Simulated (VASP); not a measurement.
## InSb3: single point with PBE

The system is InSb3.

```xyz
4
Lattice="4.9006 0.0000 0.0000 0.0000 4.9006 0.0000 0.0000 0.0000 4.9006" Properties=species:S:1:pos:R:3 pbc="T T T"
Sb    2.4503    2.4503    0.0000
Sb    0.0000    2.4503    2.4503
Sb    2.4503    0.0000    2.4503
In    0.0000    0.0000    0.0000
```

```yaml
Program: VASP 6.6.1
Task: single point
Functional: PBE
Potentials_or_basis: VASP PAW PBE potentials, release 64 (Sb, In_d)
Cutoff: 520 eV
k_mesh: 6 × 6 × 6
Occupations: fermi-dirac, width 0.05 eV
Spin: no spin polarisation
Dipole_correction: no
Further_INCAR_settings: ALGO = Normal; EDIFF = 1e-06; NBANDS = 22
```

```
Pressure               : -2.5 GPa
Band gap on the k mesh : zero (band 14 reaches 10.38 eV, above the bottom of band 15 at 6.11 eV)
```

Levels at points of the mesh, in eV from the Fermi level:
```
           k point  band 11  band 12  band 13  band 14  band 15  band 16  band 17  band 18
(0.00, 0.00, 0.00)    -4.03    -3.60     0.38     0.38     0.38     1.65     1.65     1.65
(0.50, 0.00, 0.00)    -2.74    -1.96    -1.96    -1.03    -0.77     1.69     1.99     1.99
(0.50, 0.50, 0.00)    -1.63    -1.63    -1.25    -1.06    -1.06    -0.56     1.11     3.01
(0.50, 0.50, 0.50)    -4.67    -4.67    -4.67     3.21     3.21     3.26     3.26     3.26
```

Wall time 19 s on 1 thread of AMD EPYC 9R45 96-Core Processor (Zen 5), on a shared host, peak memory 0.19 GiB.

Caveat: spin-orbit coupling is left out, which moves the levels of the heavy elements.
